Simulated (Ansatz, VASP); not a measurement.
# MgH2 in VASP and in Ansatz

Contents of INCAR:

```
SYSTEM = MgH2
PREC = Accurate
ENCUT = 600
EDIFF = 1E-6
ISMEAR = 0
SIGMA = 0.02
LREAL = .FALSE.
LASPH = .TRUE.
NELM = 60
ALGO = Normal
ISIF = 3
LWAVE = .FALSE.
LCHARG = .FALSE.
GGA = PE
IBRION = 2
NSW = 100
EDIFFG = -0.01
```

Contents of KPOINTS:

```
Automatic mesh
0
G
  12 12 6
  0 0 0
```

Contents of POSCAR:

```
MgH2
1.0
    3.0137309686      0.0000000000      0.0000000000
   -1.5068654843      2.6099675790      0.0000000000
    0.0000000000      0.0000000000      4.6069080180
Mg H
1 2
Direct
    0.0000000000      0.0000000000      0.0000000000
    0.6666666667      0.3333333333      0.7982205417
    0.3333333333      0.6666666667      0.2017794583
```

Input for Ansatz:

```yaml
crystal:
  lattice:
    - [3.0137309686, 0.0, 0.0]
    - [-1.5068654843, 2.609967579, 0.0]
    - [0.0, 0.0, 4.606908018]
  atoms:
    - { symbol: Mg, position: [0.0, 0.0, 0.0] }
    - { symbol: H, position: [0.6666666667, 0.3333333333, 0.7982205417] }
    - { symbol: H, position: [0.3333333333, 0.6666666667, 0.2017794583] }
basis:
  ecutwfc: 420
kpoints:
  mp_grid: { grid: [12, 12, 6] }
hamiltonian:
  xc: pbe
scf:
  occupations: { method: gaussian, width: 0.02 }
output:
  forces: true
  stress: true
  eigenvalues: true
  write_density: true
  write_potential: true
  elf: true
  volumetric_format: npy
relax:
  adjacent_minimum: "off"
  f_tol: 0.01
  max_steps: 80
  cell: { stress_tol: 0.05 }
```

Change from the starting cell: species swapped into the CrSe2 type (P-3m1, No. 164).

Alike in both runs: task relaxation of cell and atoms; functional PBE; k mesh 12 × 12 × 6; occupations gaussian, width 0.02 eV; no spin polarisation.

```csv
,VASP,Ansatz
version,VASP 6.6.1,Ansatz 0.2.0
potentials or method,"VASP PAW PBE potentials, release 64 (Mg, H), cutoff 600 eV","scalar-relativistic, plane waves, PAW"
valence electrons in the cell,4,12
```

VASP gave:

```
gap on the k mesh at the Fermi level, each at its own relaxed structure (eV) : 4.51
relaxed volume (Å³/atom)                                                     : 13.26
relaxed cell length with the largest relative difference (Å)                 : 5.057
```

Question: Which values does Ansatz return?

Answer: gap on the k mesh at the Fermi level, each at its own relaxed structure (eV): 4.58; relaxed volume (Å³/atom): 13.77; relaxed cell length with the largest relative difference (Å): 5.233.

VASP's potentials hold 4 valence electrons a cell and Ansatz's 12, so a difference there can come from the potentials and not from the codes.
